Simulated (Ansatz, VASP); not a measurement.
# Two plane-wave programs on Te3Se

```
CELL_PARAMETERS angstrom
7.86009 0.00000 0.00000
-3.93004 6.80703 0.00000
0.00000 0.00000 4.30216
ATOMIC_POSITIONS crystal
Te 0.17126 0.34252 0.25000
Te 0.17126 0.82874 0.25000
Te 0.65748 0.82874 0.25000
Te 0.82874 0.65748 0.75000
Te 0.82874 0.17126 0.75000
Te 0.34252 0.17126 0.75000
Se 0.33333 0.66667 0.75000
Se 0.66667 0.33333 0.25000
```

Alike in both runs: task single point; functional PBE; k mesh 5 × 5 × 8; occupations fermi-dirac, width 0.02 eV; no spin polarisation.

|  | VASP | Ansatz |
| --- | --- | --- |
| version | VASP 6.6.1 | Ansatz 0.2.0 |
| potentials or method | VASP PAW PBE potentials, release 64 (Te, Se), cutoff 520 eV | scalar-relativistic, plane waves, PAW |
| valence electrons in the cell | 48 | 128 |

|  | VASP | Ansatz | Ansatz less VASP |
| --- | --- | --- | --- |
| gap on the k mesh at the Fermi level (eV) | none | none | - |
| pressure (GPa) | -0.1 | 0.0 | +0.05 |
| traceless stress, the component that is largest in VASP (GPa) | -0.68 | -0.68 | +0.002 |

A gap of «none» marks a metal or a gap that the smearing closes. The functional is the same, so the differences come from potentials, cutoffs and numerics. VASP's potentials hold 48 valence electrons a cell and Ansatz's 128, so a difference there can come from the potentials and not from the codes. Ansatz's warnings: stress scf threshold loose.

Neither program's run includes spin-orbit coupling.
